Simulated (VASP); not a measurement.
## H12SO8: single point with PBE+D3(BJ)

The system is H12SO8.

```
CELL_PARAMETERS angstrom
5.87906 0.00000 0.00000
0.00000 5.87906 0.00000
0.00000 0.00000 5.87906
ATOMIC_POSITIONS crystal
O 0.83890 0.63890 0.77380
O 0.00135 0.18614 0.13439
O 0.22860 0.59844 0.29152
O 0.54646 0.41132 0.04891
O 0.32156 0.92403 0.69177
O 0.21422 0.38128 0.71299
O 0.69842 0.83980 0.31424
O 0.73108 0.16273 0.58010
H 0.98443 0.55212 0.77389
H 0.75324 0.55377 0.66021
H 0.85522 0.22236 0.06116
H 0.05911 0.33484 0.18713
H 0.37113 0.54537 0.20761
H 0.17447 0.72772 0.20231
H 0.65652 0.52210 0.98494
H 0.43928 0.38952 0.91986
H 0.32065 0.84138 0.54746
H 0.47332 0.99232 0.69756
H 0.23687 0.44585 0.56053
H 0.20832 0.21413 0.69613
S 0.84767 0.97951 0.45506
```

| Property | Result |
| --- | --- |
| Program | VASP 6.6.1 |
| Task | single point |
| Functional | PBE |
| Dispersion | D3(BJ) |
| Potentials or basis | VASP PAW PBE potentials, release 64 (O_h, H_h, S) |
| Cutoff | 910 eV |
| k mesh | 1 × 1 × 1 |
| Occupations | fermi-dirac, width 0.02 eV |
| Spin | no spin polarisation |
| Dipole correction | no |
| Second run | hard_potentials |
| Further INCAR settings | LREAL = Auto; ALGO = Normal; EDIFF = 1e-06; NBANDS = 49 |

| Quantity | Value |
| --- | --- |
| Pressure | -0.4 GPa |
| Largest force | 0.695 eV/Å |
| Band gap on the k mesh | 3.63 eV |
| Dispersion energy per atom | -0.050 eV |

Forces on the atoms (eV/Å):
```
O   -0.009  0.018 -0.008
O   -0.152  0.061  0.039
O    0.059  0.101 -0.150
O   -0.004  0.041 -0.149
O    0.095  0.007  0.024
O    0.023 -0.102  0.008
O    0.300  0.195  0.289
O    0.306 -0.504 -0.291
H    0.057 -0.010  0.012
H   -0.027 -0.012 -0.042
H   -0.031 -0.020  0.073
H    0.067  0.023  0.039
H   -0.082 -0.017  0.020
H    0.015 -0.146  0.101
H   -0.010  0.038  0.044
H    0.029 -0.024  0.061
H    0.026  0.008  0.043
H   -0.062 -0.036 -0.041
H    0.008 -0.056  0.032
H   -0.015  0.094  0.014
S   -0.594  0.342 -0.116
```

Stress tensor (GPa, compression positive):
```
 0.35  0.72 -0.75
 0.72 -1.05 -0.02
-0.75 -0.02 -0.53
```

Levels at points of the mesh, in eV from the valence-band top:
```csv
k point,band 30,band 31,band 32,band 33,band 34,band 35,band 36,band 37
"(0.00, 0.00, 0.00)",-0.58,-0.49,-0.40,0.00,3.63,5.50,7.14,7.64
```

Wall time 53 s on 1 thread of Intel(R) Xeon(R) 6975P-C (Granite Rapids), on a shared host, peak memory 0.44 GiB.

Caveat: the k points lie up to 1.07 Å⁻¹ apart; the cutoff is under 1.25 times the usual one of these potentials, so pressure, stress and relaxed cells hold a basis-set (Pulay) error.
